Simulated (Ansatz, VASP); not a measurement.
# NbAs: VASP beside Ansatz

```
CELL_PARAMETERS angstrom
-1.72585 1.72585 5.84000
1.72585 -1.72585 5.84000
1.72585 1.72585 -5.84000
ATOMIC_POSITIONS crystal
Nb 0.00000 0.00000 0.00000
Nb 0.75000 0.25000 0.50000
As 0.41600 0.41600 0.00000
As 0.16600 0.66600 0.50000
```

Alike in both runs: task single point; functional PBE; k mesh 8 × 8 × 8; occupations gaussian, width 0.1 eV; no spin polarisation.

```csv
,VASP,Ansatz
version,VASP 6.6.1,Ansatz 0.2.0
potentials or method,"VASP PAW PBE potentials, release 64 (Nb_sv, As), cutoff 520 eV","scalar-relativistic, plane waves, PAW"
valence electrons in the cell,36,56
```

|  | VASP | Ansatz | Ansatz less VASP |
| --- | --- | --- | --- |
| gap on the k mesh at the Fermi level (eV) | none | none | - |
| pressure (GPa) | 3.3 | 3.3 | -0.01 |
| traceless stress, the component that is largest in VASP (GPa) | 0.56 | 0.60 | +0.040 |
| rms of the force components (eV/Å) | 0.172 | 0.172 | -0.0005 |

Atom by atom the forces differ by 0.001 eV/Å (rms over components). A gap of «none» marks a metal or a gap that the smearing closes. VASP's potentials hold 36 valence electrons a cell and Ansatz's 56, so a difference there can come from the potentials and not from the codes.
